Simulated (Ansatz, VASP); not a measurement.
## One calculation of As, two programs

The input INCAR:

```
PREC     = Accurate       # precision mode
ENCUT    = 600            # plane-wave cutoff, eV
EDIFF    = 1E-6           # SCF threshold, eV
ISMEAR   = 0              # smearing method
SIGMA    = 0.1            # smearing width, eV
LREAL    = False          # projectors in reciprocal space
LASPH    = True           # aspherical terms in the spheres
NELM     = 60             # most SCF steps
ALGO     = Normal         # electronic algorithm
ISIF     = 3              # what is computed and relaxed
LWAVE    = False          # write WAVECAR
LCHARG   = False          # write CHGCAR
GGA      = PS             # functional
IBRION   = 2              # ionic algorithm
NSW      = 100            # ionic steps
EDIFFG   = -0.01          # ionic threshold
```

File KPOINTS:

```
regular mesh
0
Gamma
  28 28 28
```

File POSCAR:

```
As
1.0
   -1.3453865976      1.3453865976      2.5883870814
    1.3453865976     -1.3453865976      2.5883870814
    1.3453865976      1.3453865976     -2.5883870814
As
1
Direct
    0.0000000000      0.0000000000      0.0000000000
```

Input for Ansatz:

```yaml
crystal:
  lattice:
    - [-1.3453865976, 1.3453865976, 2.5883870814]
    - [1.3453865976, -1.3453865976, 2.5883870814]
    - [1.3453865976, 1.3453865976, -2.5883870814]
  atoms:
    - { symbol: As, position: [0.0, 0.0, 0.0] }
basis:
  ecutwfc: 420
kpoints:
  mp_grid: { grid: [28, 28, 28] }
hamiltonian:
  xc: pbesol
scf:
  occupations: { method: gaussian, width: 0.1 }
output:
  forces: true
  stress: true
  eigenvalues: true
relax:
  adjacent_minimum: "off"
  f_tol: 0.01
  max_steps: 80
  cell: { stress_tol: 0.05 }
```

Alike in both runs: task relaxation of cell and atoms; functional PBEsol; k mesh 28 × 28 × 28; occupations gaussian, width 0.1 eV; no spin polarisation.

|  | VASP | Ansatz |
| --- | --- | --- |
| version | VASP 6.6.1 | Ansatz 0.2.0 |
| potentials or method | VASP PAW PBE potentials, release 64 (As), cutoff 600 eV | scalar-relativistic, plane waves, PAW |
| valence electrons in the cell | 5 | 15 |

|  | VASP | Ansatz | Ansatz less VASP |
| --- | --- | --- | --- |
| gap on the k mesh at the Fermi level, each at its own relaxed structure (eV) | none | none | - |
| relaxed volume (Å³/atom) | 18.95 | 18.90 | -0.047 |
| relaxed cell length with the largest relative difference (Å) | 3.223 | 3.222 | -0.0004 |

VASP's potentials were made for PBE, not for PBEsol. A gap of «none» marks a metal or a gap that the smearing closes. VASP's potentials hold 5 valence electrons a cell and Ansatz's 15, so a difference there can come from the potentials and not from the codes.
